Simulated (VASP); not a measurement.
# GaN in VASP: further runs

GaN is run at these levels: LDA; tasks: single point.

Everything below comes from runs of VASP 6.6.1. Logs are shortened: lines on timing, memory, paths and dates and some standing lists are left out, and cuts for length are marked.

**1. The cell of the first run**

The structure is orthorhombic, space group Pmc2_1 (No. 26). The conventional cell has a = 3.152 Å, b = 5.459 Å, c = 5.138 Å, α = 90.00°, β = 90.00°, γ = 90.00°. Ga (site symmetry m) has 4 N at 1.85 to 2.00 Å within 2.5 Å. Ga (site symmetry m) has 4 N at 1.80 to 1.99 Å within 2.4 Å. Within 2.5 Å of N (site symmetry m) lie 4 Ga at 1.85 to 2.00 Å. N (site symmetry m) has 4 Ga at 1.80 to 1.95 Å within 2.4 Å.

**2. Single point, LDA (mode 11 frozen in at -0.046 Å and mode 13 at -0.091 Å (largest displacements))**

Contents of INCAR:

```
  ALGO = Normal
  EDIFF = 1E-6
  ENCUT = 520
  ISIF = 2
  ISMEAR = 0
  LASPH = T
  LCHARG = F
  LREAL = F
  LWAVE = F
  NBANDS = 46
  NELM = 100
  PREC = Accurate
  SIGMA = 0.05
```

Contents of KPOINTS:

```
k-points
0
Gamma
  8 6 6
```

Contents of POSCAR:

```
GaN
1.0
   -3.1515767111      0.0000000000      0.0000000000
    0.0000000000      0.0000000000     -5.1382481593
    0.0000000000     -5.4586909876      0.0000000000
Ga N
4 4
Direct
    0.5000000000      0.0002407450      0.1744981014
    0.0000000000     -0.0059540615      0.6588414216
    0.0000000000      0.4940459385      0.3411585784
    0.5000000000      0.5002407450      0.8255018986
    0.5000000000      0.6405717051      0.1678182698
    0.0000000000      0.6434463985      0.6655531288
    0.0000000000      0.1434463985      0.3344468712
    0.5000000000      0.1405717051      0.8321817302
```

Potentials or basis: VASP PAW LDA potentials, release 64 (Ga_d, N).

Started as:

```sh
$ cat potpaw_LDA.64/Ga_d/POTCAR potpaw_LDA.64/N/POTCAR > POTCAR
$ mpirun -np 1 vasp_std > vasp.out
```

OUTCAR:

```text
EDIFF = 1E-6
   ENCUT = 520
   ISIF = 2
   ISMEAR = 0
   LASPH = T
   LREAL = F
   NELM = 100
   PREC = Accurate

 ion  position               nearest neighbor table
   1  0.500  0.000  0.174-   5 1.85   7 1.95   7 1.95   8 2.00
   2  0.000  0.994  0.659-   6 1.80   7 1.93   8 1.99   8 1.99
   3  0.000  0.494  0.341-   7 1.80   6 1.93   5 1.99   5 1.99
   4  0.500  0.500  0.826-   8 1.85   6 1.95   6 1.95   5 2.00
   5  0.500  0.641  0.168-   1 1.85   3 1.99   3 1.99   4 2.00
   6  0.000  0.643  0.666-   2 1.80   3 1.93   4 1.95   4 1.95
   7  0.000  0.143  0.334-   3 1.80   2 1.93   1 1.95   1 1.95
   8  0.500  0.141  0.832-   4 1.85   2 1.99   2 1.99   1 2.00

  LATTYP: Found a simple orthorhombic cell.
 ALAT       =     3.1515767111
 B/A-ratio  =     1.6303738193
 C/A-ratio  =     1.7320508076

  Lattice vectors:

 A1 = (  -3.1515767111,   0.0000000000,   0.0000000000)
 A2 = (   0.0000000000,   0.0000000000,  -5.1382481593)
 A3 = (   0.0000000000,  -5.4586909876,   0.0000000000)

Analysis of symmetry for initial positions (statically):
=====================================================================
 Subroutine PRICEL returns:
 Original cell was already a primitive cell.

 Routine SETGRP: Setting up the symmetry group for a
 simple orthorhombic supercell.

 Subroutine GETGRP returns: Found  4 space group operations
 (whereof  2 operations were pure point group operations)
 out of a pool of  8 trial point group operations.

The static configuration has the point symmetry C_1h.
 The point group associated with its full space group is C_2v.

Analysis of symmetry for dynamics (positions and initial velocities):
=====================================================================
 Subroutine PRICEL returns:
 Original cell was already a primitive cell.

 Routine SETGRP: Setting up the symmetry group for a
 simple orthorhombic supercell.

 Subroutine GETGRP returns: Found  4 space group operations
 (whereof  2 operations were pure point group operations)
 out of a pool of  8 trial point group operations.

The dynamic configuration has the point symmetry C_1h.
 The point group associated with its full space group is C_2v.

 Subroutine INISYM returns: Found  4 space group operations
 (whereof  2 operations are pure point group operations),
 and found     1 'primitive' translations

----------------------------------------------------------------------------------------

                                     Primitive cell

  volume of cell :      88.3958

  direct lattice vectors                    reciprocal lattice vectors
    -3.151576711  0.000000000  0.000000000    -0.317301494  0.000000000  0.000000000
     0.000000000  0.000000000 -5.138248159     0.000000000  0.000000000 -0.194618860
     0.000000000 -5.458690988  0.000000000     0.000000000 -0.183194103  0.000000000

  length of vectors
     3.151576711  5.138248159  5.458690988     0.317301494  0.194618860  0.183194103

  position of ions in fractional coordinates (direct lattice)
     0.500000000  0.000240745  0.174498101
     0.000000000  0.994045939  0.658841422
     0.000000000  0.494045939  0.341158578
     0.500000000  0.500240745  0.825501899
     0.500000000  0.640571705  0.167818270
     0.000000000  0.643446398  0.665553129
     0.000000000  0.143446398  0.334446871
     0.500000000  0.140571705  0.832181730

  ion indices of the primitive-cell ions
   primitive index   ion index
                 1           1
                 2           2
                 3           3
                 4           4
                 5           5
                 6           6
                 7           7
                 8           8

----------------------------------------------------------------------------------------

 KPOINTS: k-points

Automatic generation of k-mesh.
 Grid dimensions read from file:
 generate k-points for:    8    6    6

 Generating k-lattice:

  Cartesian coordinates                     Fractional coordinates (reciprocal lattice)
    -0.039662687  0.000000000  0.000000000     0.125000000  0.000000000  0.000000000
     0.000000000  0.000000000 -0.032436477     0.000000000  0.166666667  0.000000000
     0.000000000 -0.030532351  0.000000000     0.000000000  0.000000000  0.166666667

  Length of vectors
     0.039662687  0.032436477  0.030532351

  Shift w.r.t. Gamma in fractional coordinates (k-lattice)
     0.000000000  0.000000000  0.000000000

 Subroutine IBZKPT returns following result:
 ===========================================

 Found     80 irreducible k-points:

 Following reciprocal coordinates:
            Coordinates               Weight
  0.000000  0.000000  0.000000      1.000000
  0.125000  0.000000  0.000000      2.000000
  0.250000  0.000000  0.000000      2.000000
  0.375000  0.000000  0.000000      2.000000
  0.500000  0.000000  0.000000      1.000000
  0.000000  0.166667  0.000000      2.000000
[... 16 lines left out ...]
  0.250000  0.000000  0.166667      4.000000
  0.375000  0.000000  0.166667      4.000000
 [... further k-points ...]
   k-points           NKPTS =     80   k-points in BZ     NKDIM =     80   number of bands    NBANDS=     46
   number of dos      NEDOS =    301   number of ions     NIONS =      8
   total plane-waves  NPLWV =  40320
   dimension x,y,z NGX =    24 NGY =   40 NGZ =   42
   dimension x,y,z NGXF=    48 NGYF=   80 NGZF=   84
   ions per type =               4   4
   NGX,Y,Z   is equivalent  to a cutoff of  12.66, 12.94, 12.79 a.u.
   NGXF,Y,Z  is equivalent  to a cutoff of  25.32, 25.88, 25.58 a.u.
 SYSTEM =  unknown system
   PREC   = accura    normal or accurate (medium, high low for compatibility)
   ISTART =      0    job   : 0-new  1-cont  2-samecut
   ICHARG =      2    charge: 1-file 2-atom 10-const
   ISPIN  =      1    spin polarized calculation?
   LNONCOLLINEAR =      F non collinear calculations
   LSORBIT =      F    spin-orbit coupling
   LASPH  =      T    aspherical Exc in radial PAW
   ENCUT  =  520.0 eV  38.22 Ry    6.18 a.u.   5.86  9.55 10.15*2*pi/ulx,y,z
   NELM   =    100;   NELMIN=  2; NELMDL= -5     # of ELM steps
   EDIFF  = 0.1E-05   stopping-criterion for ELM
   LREAL  =      F    real-space projection
   EDIFFG = 0.1E-04   stopping-criterion for IOM
   NSW    =      0    number of steps for IOM
   IBRION =     -1    ionic relax: 0-MD 1-quasi-New 2-CG
   NFREE  =      0    steps in history (QN), initial steepest desc. (CG)
   ISIF   =      2    stress and relaxation
   ISYM   =      2    0-nonsym 1-usesym 2-fastsym
   POTIM  = 0.5000    time-step for ionic-motion
   TEBEG  =    0.0;   TEEND  =   0.0 temperature during run
   PSTRESS=    0.0 pullay stress
   NELECT =      72.0000    total number of electrons
   NUPDOWN=      -1.0000    fix difference up-down
   EMIN   =  10.00;   EMAX   =-10.00  energy-range for DOS
   EFERMI =   0.00;   METHOD = LEGACY
   ISMEAR =     0;   SIGMA  =   0.05  broadening in eV -4-tet -1-fermi 0-gaus
   EFERMI_NEDOS =   21; number of points for ismear=-14 and -15
   IALGO  =     38    algorithm
   IMIX   =      4    mixing-type and parameters
     AMIX     =   0.40;   BMIX     =  1.00
     AMIX_MAG =   1.60;   BMIX_MAG =  1.00
  volume/ion in A,a.u.               =      11.05        74.57
  Fermi-wavevector in a.u.,A,eV,Ry     =   1.528886  2.889176 31.803525  2.337493
  Thomas-Fermi vector in A             =   2.636583
   LORBIT       =      0    0 simple, 1 ext, 2 COOP (PROOUT), +10 PAW based schemes
   GGA     = CA    functional components
   LHFCALC =     F    Hartree Fock is set to
   AEXX    =    0.0000 exact exchange contribution
   IVDW    =     0    specifies the selected vdW correction
   LEPSILON=     F    determine dielectric tensor
   LRPA    =     F    only Hartree local field effects (RPA)
 non-spin polarized calculation
 Gauss-broadening in eV      SIGMA  =   0.05
  energy-cutoff  :      520.00
  volume of cell :       88.40
 maximum number of plane-waves:      2408
 NGX is ok and might be reduce to    24
   NGX = 11   NGY = 19   NGZ = 21

 number of electron      71.9999981 magnetization

 Free energy of the ion-electron system (eV)
  ---------------------------------------------------
  ext. energy  EPLUGINS =         0.00000000
  ---------------------------------------------------
  free energy    TOTEN  =       -55.34625600 eV

  energy without entropy =      -55.34625600  energy(sigma->0) =      -55.34625600

 E-fermi :   5.8599     XC(G=0): -12.3001

 val. band max:        5.5764304576   @ k =   0.0000   0.0000   0.0000
 cond. band min:       7.5557549246   @ k =   0.0000   0.0000   0.0000
 fundamental gap:      1.9793244669
 Fermi energy:         5.8598784366

 k-point     1 :       0.0000    0.0000    0.0000
  band No.  band energies     occupation
      1     -10.8264      2.00000
      2     -10.0065      2.00000
      3      -9.5316      2.00000
      4      -9.5196      2.00000
      5      -8.2186      2.00000
      6      -8.1527      2.00000
[... 38 lines left out ...]
     45      15.3631      0.00000
     46      15.3672      0.00000

 k-point     2 :       0.1250    0.0000    0.0000
  band No.  band energies     occupation
      1     -10.7155      2.00000
      2      -9.9747      2.00000
      3      -9.5291      2.00000
      4      -9.4963      2.00000
      5      -8.2028      2.00000
      6      -8.1528      2.00000
[... 38 lines left out ...]
     45      15.0903      0.00000
     46      15.6608      0.00000

 k-point     3 :       0.2500    0.0000    0.0000
  band No.  band energies     occupation
      1     -10.4421      2.00000
      2      -9.9045      2.00000
      3      -9.5239      2.00000
      4      -9.4469      2.00000
      5      -8.1843      2.00000
      6      -8.1699      2.00000
[... 1018 lines left out ...]
     45      15.1256      0.00000
     46      15.7478      0.00000

 k-point    24 :       0.3750    0.0000    0.1667
  band No.  band energies     occupation
      1     -10.1604      2.00000
      2      -9.8465      2.00000
      3      -9.5262      2.00000
      4      -9.4041      2.00000
      5      -8.1780      2.00000
      6      -8.1326      2.00000
[... 38 lines left out ...]
     45      15.1286      0.00000
     46      15.2982      0.00000

 [... further k-points ...]

------------------------ aborting loop because EDIFF is reached ----------------------------------------

  FORCE on cell =-STRESS in cart. coord.  units (eV):
  Direction    XX          YY          ZZ          XY          YZ          ZX
  --------------------------------------------------------------------------------------
  -------------------------------------------------------------------------------------
  Total       -1.6225117     -1.6491699      7.9441431      0.0000000      0.0000000      0.0000000
  in kB      -29.4080997    -29.8912808    143.9879576      0.0000000      0.0000000      0.0000000
  external PRESSURE =      28.2295257 kB  Pullay stress =       0.0000000 kB

 VOLUME and BASIS-vectors are now :
 -----------------------------------------------------------------------------
  energy-cutoff  :      520.00
  volume of cell :       88.40
      direct lattice vectors                 reciprocal lattice vectors
    -3.151576711  0.000000000  0.000000000    -0.317301494  0.000000000  0.000000000
     0.000000000  0.000000000 -5.138248159     0.000000000  0.000000000 -0.194618860
     0.000000000 -5.458690988  0.000000000     0.000000000 -0.183194103  0.000000000

 POSITION                                       TOTAL-FORCE (eV/Angst)
 -----------------------------------------------------------------------------------
     -1.57579     -0.95253     -0.00124         0.000000      0.945099     -1.214743
      0.00000     -3.59641     -5.10765         0.000000     -0.970779     -2.464906
      0.00000     -1.86228     -2.53853         0.000000      0.970779     -2.464906
     -1.57579     -4.50616     -2.57036         0.000000     -0.945099     -1.214743
     -1.57579     -0.91607     -3.29142         0.000000     -0.031207      1.570282
      0.00000     -3.63305     -3.30619         0.000000     -0.043859      2.109367
      0.00000     -1.82564     -0.73706         0.000000      0.043859      2.109367
     -1.57579     -4.54262     -0.72229         0.000000      0.031207      1.570282
 -----------------------------------------------------------------------------------
    total drift:                               -0.000000     -0.000006     -0.003677

  FREE ENERGIE OF THE ION-ELECTRON SYSTEM (eV)
  ---------------------------------------------------
  free  energy   TOTEN  =       -55.3462559984 eV

  energy  without entropy=      -55.3462559984  energy(sigma->0) =      -55.34625600
```

It took 5.4 min on 1 thread of Intel Xeon Platinum 8259CL at 2.50GHz (Skylake/Cascade Lake), shared host; peak memory 0.33 GiB.

Results:

```
Free energy            : -55.3463 eV
Pressure               : 2.8 GPa
Largest force          : 2.649 eV/Å
Band gap on the k mesh : 1.98 eV
```

Forces in eV/Å, atoms in the order of the input:
```
Ga   0.000  0.945 -1.215
Ga   0.000 -0.971 -2.465
Ga   0.000  0.971 -2.465
Ga   0.000 -0.945 -1.215
N    0.000 -0.031  1.570
N    0.000 -0.044  2.109
N    0.000  0.044  2.109
N    0.000  0.031  1.570
```

Caveat: the cell differs from its parent crystal (mode 11 frozen in at -0.046 Å and mode 13 at -0.091 Å (largest displacements)); forces of over 1 eV/Å act on the atoms, so gaps and moduli don't describe the material at rest.

**3. Single point, LDA (mode 11 frozen in at +0.000 Å and mode 13 at -0.018 Å (largest displacements))**

Contents of INCAR:

```
PREC = Accurate
ENCUT = 520
EDIFF = 1E-7
ISMEAR = 0
SIGMA = 0.05
LREAL = F
LASPH = T
NELM = 100
ALGO = Normal
ISIF = 2
LWAVE = F
LCHARG = F
NBANDS = 46
```

Contents of KPOINTS:

```
regular mesh
0
Gamma
  8 6 6
```

Contents of POSCAR:

```
GaN
1.0
   -3.1515767111      0.0000000000      0.0000000000
    0.0000000000      0.0000000000     -5.1382481593
    0.0000000000     -5.4586909876      0.0000000000
Ga N
4 4
Direct
    0.5000000000     -0.0000103293      0.1666672857
    0.0000000000     -0.0000103293      0.6666672857
    0.0000000000      0.4999896707      0.3333327143
    0.5000000000      0.4999896707      0.8333327143
    0.5000000000      0.6278408080      0.1666704732
    0.0000000000      0.6278408080      0.6666704732
    0.0000000000      0.1278408080      0.3333295268
    0.5000000000      0.1278408080      0.8333295268
```

Potentials or basis: VASP PAW LDA potentials, release 64 (Ga_d, N).

Started as:

```sh
$ cat potpaw_LDA.64/Ga_d/POTCAR potpaw_LDA.64/N/POTCAR > POTCAR
$ mpirun -np 1 vasp_std > vasp.out
```

OUTCAR:

```text
PREC = Accurate
   ENCUT = 520
   EDIFF = 1E-7
   ISMEAR = 0
   LREAL = F
   LASPH = T
   NELM = 100
   ISIF = 2

 ion  position               nearest neighbor table
   1  0.500  1.000  0.167-   5 1.91   7 1.93   7 1.93   8 1.93
   2  0.000  1.000  0.667-   6 1.91   8 1.93   8 1.93   7 1.93
   3  0.000  0.500  0.333-   7 1.91   5 1.93   5 1.93   6 1.93
   4  0.500  0.500  0.833-   8 1.91   6 1.93   6 1.93   5 1.93
   5  0.500  0.628  0.167-   1 1.91   3 1.93   3 1.93   4 1.93
   6  0.000  0.628  0.667-   2 1.91   4 1.93   4 1.93   3 1.93
   7  0.000  0.128  0.333-   3 1.91   1 1.93   1 1.93   2 1.93
   8  0.500  0.128  0.833-   4 1.91   2 1.93   2 1.93   1 1.93

  LATTYP: Found a simple orthorhombic cell.
 ALAT       =     3.1515767111
 B/A-ratio  =     1.6303738193
 C/A-ratio  =     1.7320508076

  Lattice vectors:

 A1 = (  -3.1515767111,   0.0000000000,   0.0000000000)
 A2 = (   0.0000000000,   0.0000000000,  -5.1382481593)
 A3 = (   0.0000000000,  -5.4586909876,   0.0000000000)

Analysis of symmetry for initial positions (statically):
[... 208 lines left out ...]

 k-point     1 :       0.0000    0.0000    0.0000
  band No.  band energies     occupation
      1     -10.7019      2.00000
      2      -9.7326      2.00000
      3      -9.7079      2.00000
      4      -9.5458      2.00000
      5      -8.1558      2.00000
      6      -8.1232      2.00000
[... 1165 lines left out ...]
     45      15.1700      0.00000
     46      15.3092      0.00000

 [... further k-points ...]

------------------------ aborting loop because EDIFF is reached ----------------------------------------

  FORCE on cell =-STRESS in cart. coord.  units (eV):
  Direction    XX          YY          ZZ          XY          YZ          ZX
  --------------------------------------------------------------------------------------
  -------------------------------------------------------------------------------------
  Total        0.1085459      0.1011959      1.6441518      0.0000000      0.0000000      0.0000000
  in kB        1.9673997      1.8341803     29.8003263      0.0000000      0.0000000      0.0000000
  external PRESSURE =      11.2006354 kB  Pullay stress =       0.0000000 kB

 VOLUME and BASIS-vectors are now :
 -----------------------------------------------------------------------------
  energy-cutoff  :      520.00
  volume of cell :       88.40
      direct lattice vectors                 reciprocal lattice vectors
    -3.151576711  0.000000000  0.000000000    -0.317301494  0.000000000  0.000000000
     0.000000000  0.000000000 -5.138248159     0.000000000  0.000000000 -0.194618860
     0.000000000 -5.458690988  0.000000000     0.000000000 -0.183194103  0.000000000

 POSITION                                       TOTAL-FORCE (eV/Angst)
 -----------------------------------------------------------------------------------
     -1.57579     -0.90979     -5.13820         0.000000      0.000332     -0.291962
      0.00000     -3.63913     -5.13820        -0.000000      0.000332     -0.291962
      0.00000     -1.81956     -2.56907        -0.000000     -0.000332     -0.291962
     -1.57579     -4.54891     -2.56907         0.000000     -0.000332     -0.291962
     -1.57579     -0.90980     -3.22600        -0.000000      0.000237      0.291962
      0.00000     -3.63915     -3.22600        -0.000000      0.000237      0.291962
      0.00000     -1.81954     -0.65688        -0.000000     -0.000237      0.291962
     -1.57579     -4.54889     -0.65688        -0.000000     -0.000237      0.291962
 -----------------------------------------------------------------------------------
    total drift:                               -0.000000      0.000006      0.000347

  FREE ENERGIE OF THE ION-ELECTRON SYSTEM (eV)
  ---------------------------------------------------
  free  energy   TOTEN  =       -55.8068462469 eV

  energy  without entropy=      -55.8068462468  energy(sigma->0) =      -55.80684625
```

stdout:

```text
POSCAR found type information on POSCAR GaN
 POSCAR found :  2 types and       8 ions
 scaLAPACK will be used
 LDA part: xc-table for (Slater(with rela. corr.)+CA(PZ))
 , standard interpolation
 POSCAR, INCAR and KPOINTS ok, starting setup
 FFT: planning ... GRIDC
 FFT: planning ... GRID_SOFT
 FFT: planning ... GRID
 WAVECAR not read
 entering main loop
```

Wall time 2.9 min (1 thread of Intel Xeon 6975P-C (Granite Rapids), shared host); peak memory 0.34 GiB.

Results:

```
Free energy            : -55.8068 eV
Pressure               : 1.1 GPa
Largest force          : 0.292 eV/Å
Band gap on the k mesh : 2.12 eV
```

Forces on the atoms (eV/Å):
```
Ga   0.000  0.000 -0.292
Ga   0.000  0.000 -0.292
Ga   0.000  0.000 -0.292
Ga   0.000  0.000 -0.292
N    0.000  0.000  0.292
N    0.000  0.000  0.292
N    0.000  0.000  0.292
N    0.000  0.000  0.292
```

Levels at points of the mesh, in eV from the valence-band top:
```csv
k point,band 34,band 35,band 36,band 37,band 38,band 39
"(0.00, 0.00, 0.00)",-0.13,0.00,0.00,2.12,4.40,5.00
"(0.50, 0.00, 0.00)",-2.16,-2.11,-2.11,5.50,5.50,6.80
"(0.00, 0.50, 0.00)",-0.57,-0.57,-0.57,4.34,4.34,4.38
"(0.50, 0.50, 0.00)",-1.80,-1.80,-1.80,5.85,5.85,5.85
"(0.00, 0.00, 0.50)",-0.84,-0.50,-0.50,4.41,4.41,6.01
"(0.50, 0.00, 0.50)",-2.44,-1.01,-1.01,5.00,5.00,5.63
"(0.00, 0.50, 0.50)",-1.36,-1.36,-1.36,5.26,5.26,5.26
"(0.50, 0.50, 0.50)",-2.03,-2.03,-2.03,4.34,4.34,4.34
```

Caveat: the cell differs from its parent crystal (mode 11 frozen in at +0.000 Å and mode 13 at -0.018 Å (largest displacements)).

[end of part 1 of 2]
